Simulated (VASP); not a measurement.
Here is a VASP 6.6.1 calculation.

File POSCAR:

```
Ge
1.0
    1.4320777250     -2.6655289000      0.0000000000
    1.4320777250      2.6655289000      0.0000000000
    0.0000000000      0.0000000000      2.6307752250
Ge
1
Direct
    0.5000000000      0.5000000000      0.0000000000
```

The input INCAR.step1:

```
PREC     = Accurate       # precision mode
ENCUT    = 550            # plane-wave cutoff, eV
ISMEAR   = 0              # smearing method
SIGMA    = 0.15           # smearing width, eV
LREAL    = False          # projectors in reciprocal space
LASPH    = True           # aspherical terms in the spheres
NELM     = 120            # most SCF steps
NBANDS   = 13             # bands
GGA      = PE             # functional
ALGO     = Normal         # electronic algorithm
EDIFF    = 1E-5           # SCF threshold, eV
LWAVE    = True           # write WAVECAR
LCHARG   = False          # write CHGCAR
GGA_COMPAT= False
```

Contents of INCAR.step2:

```
PREC     = Accurate       # precision mode
ENCUT    = 550            # plane-wave cutoff, eV
EDIFF    = 1E-6           # SCF threshold, eV
ISMEAR   = 0              # smearing method
SIGMA    = 0.15           # smearing width, eV
LREAL    = False          # projectors in reciprocal space
LASPH    = True           # aspherical terms in the spheres
NELM     = 120            # most SCF steps
ALGO     = Normal         # electronic algorithm
ISIF     = 2              # what is computed and relaxed
LWAVE    = False          # write WAVECAR
LCHARG   = False          # write CHGCAR
METAGGA  = R2SCAN         # meta-GGA
LMIXTAU  = True         
NBANDS   = 13             # bands
ISTART   = 1            
GGA_COMPAT= False
```

Contents of KPOINTS:

```
regular mesh
0
Gamma
  20 20 18
```

Potentials or basis: VASP PAW PBE potentials, release 64 (Ge_d).

Launch:

```sh
$ cat potpaw_PBE.64/Ge_d/POTCAR > POTCAR
$ cp INCAR.step1 INCAR
$ mpirun -np 1 vasp_std > vasp.out
$ cp INCAR.step2 INCAR
$ mpirun -np 1 vasp_std > vasp.out
```

Predict the pressure.

-4.3 GPa.

Estimate the band gap on the k mesh.

zero (bands 7 and 8 overlap by 9.67 eV).

Stress tensor (GPa, compression positive):
```
-6.34  0.00  0.00
 0.00 -7.04  0.00
 0.00  0.00  0.63
```

Caveat: the cell differs from its parent crystal (strain +0.025 along x and y, -0.025 along z); the cell stands under tension; the PAW data sets were made with another functional, which shifts forces and pressure a little.
